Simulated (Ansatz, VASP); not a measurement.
## One calculation of SiC, two programs

File INCAR:

```
SYSTEM = SiC
PREC     = Accurate       ! precision mode
ENCUT    = 520            ! plane-wave cutoff, eV
EDIFF    = 1E-7           ! SCF threshold, eV
ISMEAR   = 0              ! smearing method
SIGMA    = 0.05           ! smearing width, eV
LREAL    = .False.        ! projectors in reciprocal space
LASPH    = .True.         ! aspherical terms in the spheres
NELM     = 80             ! most SCF steps
ALGO     = Normal         ! electronic algorithm
ISIF     = 2              ! what is computed and relaxed
LWAVE    = .False.        ! write WAVECAR
LCHARG   = .False.        ! write CHGCAR
GGA      = PE             ! functional
NBANDS   = 36             ! bands
```

Contents of KPOINTS:

```
Automatic mesh
0
Gamma
  12 12 2
  0 0 0
```

File POSCAR:

```
SiC
1.0
    3.0692496138      0.0000000000      0.0000000000
   -1.5346248069      2.6580481361      0.0000000000
    0.0000000000      0.0000000000     15.0602705466
Si C
6 6
Direct
    0.0000000000      0.0000000000      0.1250418274
    0.0000000000      0.0000000000      0.6250380904
    0.3333333333      0.6666666667      0.2918884748
    0.6666666667      0.3333333333      0.7917461130
    0.3333333333      0.6666666667      0.9583719294
    0.6666666667      0.3333333333      0.4582472204
    0.0000000000      0.0000000000      0.9967647584
    0.0000000000      0.0000000000      0.5026121274
    0.3333333333      0.6666666667      0.1695576612
    0.6666666667      0.3333333333      0.6641014118
    0.3333333333      0.6666666667      0.8361327995
    0.6666666667      0.3333333333      0.3304975861
```

Input for Ansatz:

```yaml
crystal:
  lattice:
    - [3.0692496138, 0.0, 0.0]
    - [-1.5346248069, 2.6580481361, 0.0]
    - [0.0, 0.0, 15.0602705466]
  atoms:
    - { symbol: Si, position: [0.0, 0.0, 0.1250418274] }
    - { symbol: Si, position: [0.0, 0.0, 0.6250380904] }
    - { symbol: Si, position: [0.3333333333, 0.6666666667, 0.2918884748] }
    - { symbol: Si, position: [0.6666666667, 0.3333333333, 0.791746113] }
    - { symbol: Si, position: [0.3333333333, 0.6666666667, 0.9583719294] }
    - { symbol: Si, position: [0.6666666667, 0.3333333333, 0.4582472204] }
    - { symbol: C, position: [0.0, 0.0, 0.9967647584] }
    - { symbol: C, position: [0.0, 0.0, 0.5026121274] }
    - { symbol: C, position: [0.3333333333, 0.6666666667, 0.1695576612] }
    - { symbol: C, position: [0.6666666667, 0.3333333333, 0.6641014118] }
    - { symbol: C, position: [0.3333333333, 0.6666666667, 0.8361327995] }
    - { symbol: C, position: [0.6666666667, 0.3333333333, 0.3304975861] }
basis:
  ecutwfc: 520.0
kpoints:
  mp_grid: { grid: [12, 12, 2] }
hamiltonian:
  xc: pbe
  pseudopotentials: { kind: paw, azcp: { folder: soft_1 } }
scf:
  occupations: { method: gaussian, width: 0.05 }
output:
  forces: true
  stress: true
  eigenvalues: true
```

Change from the starting cell: mode 32 frozen in at -0.044 Å, equal normal strain along x, y and z -0.0083.

Alike in both runs: task single point; functional PBE; k mesh 12 × 12 × 2; occupations gaussian, width 0.05 eV; no spin polarisation.

|  | VASP | Ansatz |
| --- | --- | --- |
| version | VASP 6.6.1 | Ansatz 0.2.0 |
| potentials or method | VASP PAW PBE potentials, release 64 (Si, C), cutoff 520 eV | scalar-relativistic, plane waves, PAW |
| valence electrons in the cell | 48 | 48 |

```tsv
	VASP	Ansatz	Ansatz less VASP
gap on the k mesh at the Fermi level (eV)	1.99	2.00	+0.003
least direct gap on the mesh (eV)	3.10	3.10	+0.005
pressure (GPa)	5.9	6.0	+0.06
traceless stress, the component that is largest in VASP (GPa)	0.32	0.31	-0.002
rms of the force components (eV/Å)	0.540	0.541	+0.0006
```

Atom by atom the forces differ by 0.002 eV/Å (rms over components).
